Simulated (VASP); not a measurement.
SnSe2:

```
Sn Se
1.0
     3.84190    0.00000    0.00000
    -1.92095    3.32718    0.00000
     0.00000    0.00000    6.48588
Sn Se
1 2
Direct
  0.00000 0.00000 0.00000
  0.66667 0.33333 0.75710
  0.33333 0.66667 0.24290
```

```yaml
Program: VASP 6.6.1
Task: relaxation of cell and atoms
Functional: PBEsol
Potentials_or_basis: VASP PAW PBE potentials, release 64 (Sn_d, Se)
Cutoff: 500 eV
k_mesh: 9 × 9 × 4
Occupations: gaussian, width 0.02 eV
Spin: no spin polarisation
```

At the start: pressure -0.7 GPa; volume 27.64 Å³/atom.

Q: How do energy, volume and symmetry change on relaxing?

A: Over 17 steps the energy falls by 4.8 meV/atom and the volume is 25.88 Å³/atom (-6.3 %); space group P-3m1 (No. 164, to 0.1 Å) before and after.

The path:
```
step  energy change (eV)  largest force (eV/Å)  pressure (GPa)  volume (Å³)
   1              0.0000                0.0625           -0.70        82.91
   2             -0.0034                0.1575            0.30        81.47
   3             -0.0035                0.1440            0.16        81.67
   4             -0.0050                0.0603           -0.01        81.54
   5             -0.0051                0.0328           -0.07        81.50
   6             -0.0058                0.0321           -0.07        81.33
   7             -0.0077                0.0304           -0.07        80.80
   8             -0.0110                0.0289           -0.03        79.74
   9             -0.0142                0.0309            0.17        77.61
  10             -0.0074                0.2061           -1.29        78.54
  11             -0.0143                0.0016           -0.01        77.72
  12             -0.0143                0.0010           -0.02        77.72
  13             -0.0143                0.0020            0.00        77.66
  14             -0.0143                0.0018           -0.01        77.67
  15             -0.0143                0.0018           -0.01        77.66
  16             -0.0143                0.0132            0.07        77.57
  17             -0.0143                0.0009            0.00        77.65
```

Final structure:
```
Sn Se
1.0
     3.81960    0.00000    0.00000
    -1.90980    3.30787    0.00000
     0.00000    0.00000    6.14545
Sn Se
1 2
Cartesian
  0.0000 0.0000 0.0000
  1.9098 1.1026 4.5573
  0.0000 2.2052 1.5882
```

Caveat: the PAW data sets were made with another functional, which shifts forces and pressure a little; this functional lacks dispersion, which binds the layers, so the pressure and a relaxed spacing across them are unreliable.
